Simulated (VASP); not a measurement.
# InP (F-43m) in VASP: a series of runs

InP is run at these levels: PBE, r2SCAN; tasks: single point.

All numbers are computed with VASP 6.6.1; they aren't measurements. Logs are shortened: lines on timing, memory, paths and dates and some standing lists are left out, and cuts for length are marked.

## 1. The cell of the first run

It takes space group F-43m (No. 216, cubic). Conventional cell: a = 6.019 Å, b = 6.019 Å, c = 6.019 Å, α = 90.00°, β = 90.00°, γ = 90.00°. Within 3.4 Å of In (site symmetry -43m) lie 4 P at 2.61 Å. P (site symmetry -43m) has 4 In at 2.61 Å within 3.4 Å.

## 2. Single point, PBE (volume changed by +3%)

INCAR reads:

```
SYSTEM = InP
PREC = Accurate
ENCUT = 520
EDIFF = 1E-7
ISMEAR = 0
SIGMA = 0.01
LREAL = .False.
LASPH = .True.
NELM = 100
ALGO = Normal
ISIF = 2
LWAVE = .False.
LCHARG = .False.
GGA = PE
NBANDS = 16
```

KPOINTS reads:

```
Automatic mesh
0
Gamma
  6 6 6
  0 0 0
```

POSCAR reads:

```
InP
1.0
    0.0000000000      3.0095414714      3.0095414714
    3.0095414714      0.0000000000      3.0095414714
    3.0095414714      3.0095414714      0.0000000000
In P
1 1
Direct
    0.0000000000      0.0000000000      0.0000000000
    0.2500000000      0.2500000000      0.2500000000
```

Potentials or basis: VASP PAW PBE potentials, release 64 (In_d, P).

On the command line:

```console
$ cat potpaw_PBE.64/In_d/POTCAR potpaw_PBE.64/P/POTCAR > POTCAR
$ mpirun -np 1 vasp_std > vasp.out
```

OUTCAR:

```text
SYSTEM = InP
   PREC = Accurate
   ENCUT = 520
   EDIFF = 1E-7
   ISMEAR = 0
   LREAL = .False.
   LASPH = .True.
   NELM = 100
   ISIF = 2
   GGA = PE

 ion  position               nearest neighbor table
   1  0.000  0.000  0.000-   2 2.61   2 2.61   2 2.61   2 2.61
   2  0.250  0.250  0.250-   1 2.61   1 2.61   1 2.61   1 2.61

  LATTYP: Found a face centered cubic cell.
 ALAT       =     6.0190829428

  Lattice vectors:

 A1 = (   0.0000000000,   3.0095414714,   3.0095414714)
 A2 = (   3.0095414714,   0.0000000000,   3.0095414714)
 A3 = (   3.0095414714,   3.0095414714,   0.0000000000)

Analysis of symmetry for initial positions (statically):
=====================================================================
 Subroutine PRICEL returns:
 Original cell was already a primitive cell.

 Routine SETGRP: Setting up the symmetry group for a
 face centered cubic supercell.

 Subroutine GETGRP returns: Found 24 space group operations
 (whereof 24 operations were pure point group operations)
 out of a pool of 48 trial point group operations.

The static configuration has the point symmetry T_d .

Analysis of symmetry for dynamics (positions and initial velocities):
=====================================================================
 Subroutine PRICEL returns:
 Original cell was already a primitive cell.

 Routine SETGRP: Setting up the symmetry group for a
 face centered cubic supercell.

 Subroutine GETGRP returns: Found 24 space group operations
 (whereof 24 operations were pure point group operations)
 out of a pool of 48 trial point group operations.

The dynamic configuration has the point symmetry T_d .

 Subroutine INISYM returns: Found 24 space group operations
 (whereof 24 operations are pure point group operations),
 and found     1 'primitive' translations

----------------------------------------------------------------------------------------

                                     Primitive cell

  volume of cell :      54.5169

  direct lattice vectors                    reciprocal lattice vectors
     0.000000000  3.009541471  3.009541471    -0.166138265  0.166138265  0.166138265
     3.009541471  0.000000000  3.009541471     0.166138265 -0.166138265  0.166138265
     3.009541471  3.009541471  0.000000000     0.166138265  0.166138265 -0.166138265

  length of vectors
     4.256134365  4.256134365  4.256134365     0.287759917  0.287759917  0.287759917

  position of ions in fractional coordinates (direct lattice)
     0.000000000  0.000000000  0.000000000
     0.250000000  0.250000000  0.250000000

  ion indices of the primitive-cell ions
   primitive index   ion index
                 1           1
                 2           2

----------------------------------------------------------------------------------------

 KPOINTS: Automatic mesh

Automatic generation of k-mesh.
 Grid dimensions read from file:
 generate k-points for:    6    6    6

 Generating k-lattice:

  Cartesian coordinates                     Fractional coordinates (reciprocal lattice)
    -0.027689711  0.027689711  0.027689711     0.166666667  0.000000000  0.000000000
     0.027689711 -0.027689711  0.027689711     0.000000000  0.166666667  0.000000000
     0.027689711  0.027689711 -0.027689711     0.000000000  0.000000000  0.166666667

  Length of vectors
     0.047959986  0.047959986  0.047959986

  Shift w.r.t. Gamma in fractional coordinates (k-lattice)
     0.000000000  0.000000000  0.000000000

 Subroutine IBZKPT returns following result:
 ===========================================

 Found     16 irreducible k-points:

 Following reciprocal coordinates:
            Coordinates               Weight
  0.000000  0.000000  0.000000      1.000000
  0.166667  0.000000  0.000000      8.000000
  0.333333  0.000000  0.000000      8.000000
  0.500000  0.000000  0.000000      4.000000
  0.166667  0.166667  0.000000      6.000000
  0.333333  0.166667  0.000000     24.000000
[... 8 lines left out ...]
 -0.333333  0.333333  0.166667     24.000000
 -0.333333  0.500000  0.166667     12.000000
   k-points           NKPTS =     16   k-points in BZ     NKDIM =     16   number of bands    NBANDS=     16
   number of dos      NEDOS =    301   number of ions     NIONS =      2
   total plane-waves  NPLWV =  32768
   dimension x,y,z NGX =    32 NGY =   32 NGZ =   32
   dimension x,y,z NGXF=    64 NGYF=   64 NGZF=   64
   ions per type =               1   1
   NGX,Y,Z   is equivalent  to a cutoff of  12.50, 12.50, 12.50 a.u.
   NGXF,Y,Z  is equivalent  to a cutoff of  25.00, 25.00, 25.00 a.u.
 SYSTEM =  InP
   PREC   = accura    normal or accurate (medium, high low for compatibility)
   ISTART =      0    job   : 0-new  1-cont  2-samecut
   ICHARG =      2    charge: 1-file 2-atom 10-const
   ISPIN  =      1    spin polarized calculation?
   LNONCOLLINEAR =      F non collinear calculations
   LSORBIT =      F    spin-orbit coupling
   LASPH  =      T    aspherical Exc in radial PAW
   ENCUT  =  520.0 eV  38.22 Ry    6.18 a.u.   7.91  7.91  7.91*2*pi/ulx,y,z
   NELM   =    100;   NELMIN=  2; NELMDL= -5     # of ELM steps
   EDIFF  = 0.1E-06   stopping-criterion for ELM
   LREAL  =      F    real-space projection
   EDIFFG = 0.1E-05   stopping-criterion for IOM
   NSW    =      0    number of steps for IOM
   IBRION =     -1    ionic relax: 0-MD 1-quasi-New 2-CG
   NFREE  =      0    steps in history (QN), initial steepest desc. (CG)
   ISIF   =      2    stress and relaxation
   ISYM   =      2    0-nonsym 1-usesym 2-fastsym
   POTIM  = 0.5000    time-step for ionic-motion
   TEBEG  =    0.0;   TEEND  =   0.0 temperature during run
   PSTRESS=    0.0 pullay stress
   NELECT =      18.0000    total number of electrons
   NUPDOWN=      -1.0000    fix difference up-down
   EMIN   =  10.00;   EMAX   =-10.00  energy-range for DOS
   EFERMI =   0.00;   METHOD = LEGACY
   ISMEAR =     0;   SIGMA  =   0.01  broadening in eV -4-tet -1-fermi 0-gaus
   EFERMI_NEDOS =   21; number of points for ismear=-14 and -15
   IALGO  =     38    algorithm
   IMIX   =      4    mixing-type and parameters
     AMIX     =   0.40;   BMIX     =  1.00
     AMIX_MAG =   1.60;   BMIX_MAG =  1.00
  volume/ion in A,a.u.               =      27.26       183.95
  Fermi-wavevector in a.u.,A,eV,Ry     =   1.131502  2.138229 17.419496  1.280297
  Thomas-Fermi vector in A             =   2.268201
   LORBIT       =      0    0 simple, 1 ext, 2 COOP (PROOUT), +10 PAW based schemes
   GGA     = PE    functional components
   LHFCALC =     F    Hartree Fock is set to
   AEXX    =    0.0000 exact exchange contribution
   IVDW    =     0    specifies the selected vdW correction
   LEPSILON=     F    determine dielectric tensor
   LRPA    =     F    only Hartree local field effects (RPA)
 non-spin polarized calculation
 Gauss-broadening in eV      SIGMA  =   0.01
  energy-cutoff  :      520.00
  volume of cell :       54.52
 maximum number of plane-waves:      1484
   NGX = 15   NGY = 15   NGZ = 15

 number of electron      17.9999994 magnetization

 Free energy of the ion-electron system (eV)
  ---------------------------------------------------
  ext. energy  EPLUGINS =         0.00000000
  ---------------------------------------------------
  free energy    TOTEN  =        -8.38668488 eV

  energy without entropy =       -8.38668488  energy(sigma->0) =       -8.38668488

 E-fermi :   4.4729     XC(G=0):  -8.9303

 val. band max:        4.3616499635   @ k =   0.0000   0.0000   0.0000
 cond. band min:       4.6350225330   @ k =   0.0000   0.0000   0.0000
 fundamental gap:      0.2733725696
 Fermi energy:         4.4729273065

 k-point     1 :       0.0000    0.0000    0.0000
  band No.  band energies     occupation
      1      -9.6986      2.00000
      2      -9.6986      2.00000
      3      -9.6986      2.00000
      4      -9.5830      2.00000
      5      -9.5830      2.00000
      6      -6.6400      2.00000
[... 8 lines left out ...]
     15      13.6762      0.00000
     16      13.6762      0.00000

 k-point     2 :       0.1667    0.0000    0.0000
  band No.  band energies     occupation
      1      -9.7208      2.00000
      2      -9.6892      2.00000
      3      -9.6892      2.00000
      4      -9.5825      2.00000
      5      -9.5825      2.00000
      6      -6.3653      2.00000
[... 8 lines left out ...]
     15      12.9066      0.00000
     16      13.5592      0.00000

 k-point     3 :       0.3333    0.0000    0.0000
  band No.  band energies     occupation
      1      -9.7634      2.00000
      2      -9.6742      2.00000
      3      -9.6742      2.00000
      4      -9.5776      2.00000
      5      -9.5776      2.00000
      6      -5.6653      2.00000
[... 8 lines left out ...]
     15      13.3328      0.00000
     16      13.3328      0.00000

 k-point     4 :       0.5000    0.0000    0.0000
  band No.  band energies     occupation
      1      -9.7839      2.00000
      2      -9.6691      2.00000
      3      -9.6691      2.00000
      4      -9.5727      2.00000
      5      -9.5727      2.00000
      6      -5.1644      2.00000
[... 8 lines left out ...]
     15      14.8007      0.00000
     16      14.8007      0.00000

 k-point     5 :       0.1667    0.1667    0.0000
  band No.  band energies     occupation
      1      -9.7379      2.00000
      2      -9.6795      2.00000
      3      -9.6795      2.00000
      4      -9.5907      2.00000
      5      -9.5764      2.00000
      6      -6.2741      2.00000
[... 8 lines left out ...]
     15      13.9321      0.00000
     16      14.4006      0.00000

 k-point     6 :       0.3333    0.1667    0.0000
  band No.  band energies     occupation
      1      -9.7718      2.00000
      2      -9.6660      2.00000
      3      -9.6622      2.00000
      4      -9.5938      2.00000
      5      -9.5706      2.00000
      6      -5.7065      2.00000
[... 8 lines left out ...]
     15      14.1822      0.00000
     16      14.8555      0.00000

 k-point     7 :       0.5000    0.1667    0.0000
  band No.  band energies     occupation
      1      -9.7909      2.00000
      2      -9.6627      2.00000
      3      -9.6555      2.00000
      4      -9.5854      2.00000
      5      -9.5702      2.00000
      6      -5.0568      2.00000
[... 8 lines left out ...]
     15      14.8526      0.00000
     16      15.0289      0.00000

 k-point     8 :      -0.3333    0.1667    0.0000
  band No.  band energies     occupation
      1      -9.7815      2.00000
      2      -9.6652      2.00000
      3      -9.6613      2.00000
      4      -9.5805      2.00000
      5      -9.5771      2.00000
      6      -5.2358      2.00000
[... 8 lines left out ...]
     15      14.1141      0.00000
     16      15.2483      0.00000

 k-point     9 :      -0.1667    0.1667    0.0000
  band No.  band energies     occupation
      1      -9.7501      2.00000
      2      -9.6782      2.00000
      3      -9.6737      2.00000
      4      -9.5866      2.00000
      5      -9.5771      2.00000
      6      -5.9421      2.00000
[... 8 lines left out ...]
     15      13.6000      0.00000
     16      14.9101      0.00000

 k-point    10 :       0.3333    0.3333    0.0000
  band No.  band energies     occupation
      1      -9.8067      2.00000
      2      -9.6402      2.00000
      3      -9.6402      2.00000
      4      -9.6091      2.00000
      5      -9.5632      2.00000
      6      -5.3278      2.00000
[... 8 lines left out ...]
     15      14.5920      0.00000
     16      17.1508      0.00000

 k-point    11 :       0.5000    0.3333    0.0000
  band No.  band energies     occupation
      1      -9.8196      2.00000
      2      -9.6374      2.00000
      3      -9.6306      2.00000
      4      -9.6077      2.00000
      5      -9.5625      2.00000
      6      -4.7818      2.00000
[... 8 lines left out ...]
     15      15.0316      0.00000
     16      15.9491      0.00000

 k-point    12 :      -0.3333    0.3333    0.0000
  band No.  band energies     occupation
      1      -9.8039      2.00000
      2      -9.6523      2.00000
      3      -9.6389      2.00000
      4      -9.5926      2.00000
      5      -9.5736      2.00000
      6      -4.7294      2.00000
[... 8 lines left out ...]
     15      13.4373      0.00000
     16      17.1185      0.00000

 k-point    13 :       0.5000    0.5000    0.0000
  band No.  band energies     occupation
      1      -9.8378      2.00000
      2      -9.6200      2.00000
      3      -9.6200      2.00000
      4      -9.6192      2.00000
      5      -9.5566      2.00000
      6      -4.5984      2.00000
[... 8 lines left out ...]
     15      15.0626      0.00000
     16      15.9210      0.00000

 k-point    14 :       0.5000    0.3333    0.1667
  band No.  band energies     occupation
      1      -9.7957      2.00000
      2      -9.6575      2.00000
      3      -9.6435      2.00000
      4      -9.5966      2.00000
      5      -9.5690      2.00000
      6      -5.1222      2.00000
[... 8 lines left out ...]
     15      15.0699      0.00000
     16      15.7639      0.00000

 k-point    15 :      -0.3333    0.3333    0.1667
  band No.  band energies     occupation
      1      -9.8030      2.00000
      2      -9.6579      2.00000
      3      -9.6353      2.00000
      4      -9.5926      2.00000
      5      -9.5725      2.00000
      6      -4.7288      2.00000
[... 8 lines left out ...]
     15      15.1163      0.00000
     16      15.5803      0.00000

 k-point    16 :      -0.3333    0.5000    0.1667
  band No.  band energies     occupation
      1      -9.8186      2.00000
      2      -9.6443      2.00000
      3      -9.6250      2.00000
      4      -9.6035      2.00000
      5      -9.5663      2.00000
      6      -4.5575      2.00000
[... 8 lines left out ...]
     15      15.3169      0.00000
     16      15.9639      0.00000

------------------------ aborting loop because EDIFF is reached ----------------------------------------

  FORCE on cell =-STRESS in cart. coord.  units (eV):
  Direction    XX          YY          ZZ          XY          YZ          ZX
  --------------------------------------------------------------------------------------
  -------------------------------------------------------------------------------------
  Total       -0.5847564     -0.5847564     -0.5847564      0.0000000      0.0000000     -0.0000000
  in kB      -17.1852004    -17.1852004    -17.1852004      0.0000000      0.0000000     -0.0000000
  external PRESSURE =     -17.1852004 kB  Pullay stress =       0.0000000 kB

 VOLUME and BASIS-vectors are now :
 -----------------------------------------------------------------------------
  energy-cutoff  :      520.00
  volume of cell :       54.52
      direct lattice vectors                 reciprocal lattice vectors
     0.000000000  3.009541471  3.009541471    -0.166138265  0.166138265  0.166138265
     3.009541471  0.000000000  3.009541471     0.166138265 -0.166138265  0.166138265
     3.009541471  3.009541471  0.000000000     0.166138265  0.166138265 -0.166138265

 POSITION                                       TOTAL-FORCE (eV/Angst)
 -----------------------------------------------------------------------------------
      0.00000      0.00000      0.00000        -0.000000      0.000000      0.000000
      1.50477      1.50477      1.50477         0.000000     -0.000000     -0.000000
 -----------------------------------------------------------------------------------
    total drift:                               -0.000000     -0.000000     -0.000000

  FREE ENERGIE OF THE ION-ELECTRON SYSTEM (eV)
  ---------------------------------------------------
  free  energy   TOTEN  =        -8.3866848846 eV

  energy  without entropy=       -8.3866848846  energy(sigma->0) =       -8.38668488
```

It used 12 s of CPU time on 1 thread of AMD EPYC 7R13 Processor (Zen 3), with other jobs on the host.

What came out:

```yaml
Free_energy: -8.3867 eV
Pressure: -1.7 GPa
Band_gap_on_the_k_mesh: 0.27 eV, direct
```

Caveat: spin-orbit coupling is left out, which moves the levels of the heavy elements.

[end of part 1 of 2]
